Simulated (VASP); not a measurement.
Write the native input for VASP 6.6.1 that does the following.

| Quantity | Value |
| --- | --- |
| Task | single point |
| Functional | r2SCAN |
| Potentials or basis | VASP PAW PBE potentials, release 64 (Ti_sv) |
| Cutoff | 520 eV |
| k mesh | 13 × 13 × 15 |
| Occupations | gaussian, width 0.1 eV |
| Spin | no spin polarisation |
| Dipole correction | no |
| Further INCAR settings | ALGO = Normal; EDIFF = 1e-07; NBANDS = 12; ISYM = 0 |

The system is Ti.

```
Ti
1.0
     2.81613    0.00000    0.00000
    -0.93871    2.65508    0.00000
     0.93871    1.32754    2.29936
Ti
1
Direct
  0.00000 0.00000 0.00000
```

These files were run (other wordings do the same):

POSCAR

```
Ti
1.0
    2.8161325238      0.0000000000      0.0000000000
   -0.9387108413      2.6550752057      0.0000000000
    0.9387108413      1.3275376029      2.2993625771
Ti
1
Direct
    0.0000000000      0.0000000000      0.0000000000
```

INCAR.step1

```
SYSTEM = Ti
ALGO = Normal ; EDIFF = 1E-4
ENCUT = 520 ; GGA = PE
ISMEAR = 0 ; ISYM = 0
LASPH = .TRUE. ; LCHARG = .FALSE.
LREAL = .FALSE. ; LWAVE = .TRUE.
NBANDS = 12 ; NELM = 60
PREC = Accurate ; SIGMA = 0.1
```

INCAR.step2

```
SYSTEM = Ti
ALGO = Normal ; EDIFF = 1E-7
ENCUT = 520 ; ISIF = 2
ISMEAR = 0 ; ISTART = 1
ISYM = 0 ; LASPH = .TRUE.
LCHARG = .TRUE. ; LELF = .TRUE.
LMIXTAU = .TRUE. ; LREAL = .FALSE.
LVHAR = .TRUE. ; LWAVE = .FALSE.
METAGGA = R2SCAN ; NBANDS = 12
NELM = 60 ; PREC = Accurate
SIGMA = 0.1
```

KPOINTS

```
k-points
0
G
  13 13 15
  0 0 0
```

Potentials or basis: VASP PAW PBE potentials, release 64 (Ti_sv).

The run is started by

```sh
$ cat potpaw_PBE.64/Ti_sv/POTCAR > POTCAR
$ cp INCAR.step1 INCAR
$ mpirun -np 1 vasp_std > vasp.out
$ cp INCAR.step2 INCAR
$ mpirun -np 1 vasp_std > vasp.out
```

It gave:

- Pressure: 0.4 GPa
- Band gap on the k mesh: zero (band 6 reaches 9.38 eV, above the bottom of band 7 at 7.59 eV)

Caveat: the PAW data sets were made with another functional, which shifts forces and pressure a little.

It took 6.1 min on 1 thread of Intel(R) Xeon(R) 6975P-C (Granite Rapids), with other jobs on the host, peak memory 0.36 GiB.
